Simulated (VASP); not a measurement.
ZnO, 4 atoms in the cell. Symmetry: P6_3mc, No. 186, hexagonal system. Conventional cell: a = 3.249 Å, b = 3.249 Å, c = 5.048 Å, α = 90.00°, β = 90.00°, γ = 120.00°. Zn (site symmetry 3m) has 4 O at 1.93 to 1.97 Å within 2.6 Å. O (site symmetry 3m) has 4 Zn at 1.93 to 1.97 Å within 2.6 Å.  This cell differs from its parent crystal: zz strain of -3 %.

```yaml
Program: VASP 6.6.1
Task: electric field gradients
Functional: LDA
Potentials_or_basis: VASP PAW LDA potentials, release 64 (Zn, O)
Cutoff: 520 eV
k_mesh: 11 × 11 × 6
Occupations: fermi-dirac, width 0.02 eV
Spin: no spin polarisation
Dipole_correction: no
Further_INCAR_settings: ALGO = Normal; EDIFF = 1e-08; NBANDS = 26
```

Potentials or basis: VASP PAW LDA potentials, release 64 (Zn, O).

The run is started by

```bash
$ cat potpaw_LDA.64/Zn/POTCAR potpaw_LDA.64/O/POTCAR > POTCAR
$ mpirun -np 1 vasp_std > vasp.out
```

Hardware: 1 thread of Intel(R) Xeon(R) 6975P-C (Granite Rapids), on a shared host.

Q: How long does it take, and how much memory?

A: Run time: 62 s on 1 thread of Intel(R) Xeon(R) 6975P-C (Granite Rapids) (shared host), peak memory 0.18 GiB. Counts: scf iterations 17, k points 64.
